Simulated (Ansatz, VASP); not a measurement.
**One calculation of SnO, two programs**

```xyz
4
Lattice="3.8371 0.0432 0.0000 0.0432 3.8371 0.0000 0.0000 0.0000 4.7621" Properties=species:S:1:pos:R:3 pbc="T T T"
Sn    0.0216    1.9185    1.1584
Sn    1.9185    0.0216    3.6038
O     0.0000    0.0000    0.0000
O     1.9401    1.9401    0.0000
```

Change from the starting cell: strain +0.0225 x Voigt [0, 0, 0, 0, 0, 1], atoms carried along.

Alike in both runs: task single point; functional PBE; dispersion D3(BJ); k mesh 12 × 12 × 10; occupations gaussian, width 0.15 eV; no spin polarisation.

|  | VASP | Ansatz |
| --- | --- | --- |
| version | VASP 6.6.1 | Ansatz 0.2.0 |
| potentials or method | VASP PAW PBE potentials, release 64 (Sn_d, O), cutoff 520 eV | scalar-relativistic, plane waves, PAW |
| valence electrons in the cell | 40 | 40 |

|  | VASP | Ansatz | Ansatz less VASP |
| --- | --- | --- | --- |
| gap on the k mesh at the Fermi level (eV) | none | none | - |
| pressure (GPa) | 0.2 | 0.0 | -0.21 |
| traceless stress, the component that is largest in VASP (GPa) | -1.85 | -1.86 | -0.008 |
| rms of the force components (eV/Å) | 0.035 | 0.003 | -0.0323 |

Atom by atom the forces differ by 0.032 eV/Å (rms over components). A gap of «none» marks a metal or a gap that the smearing closes.
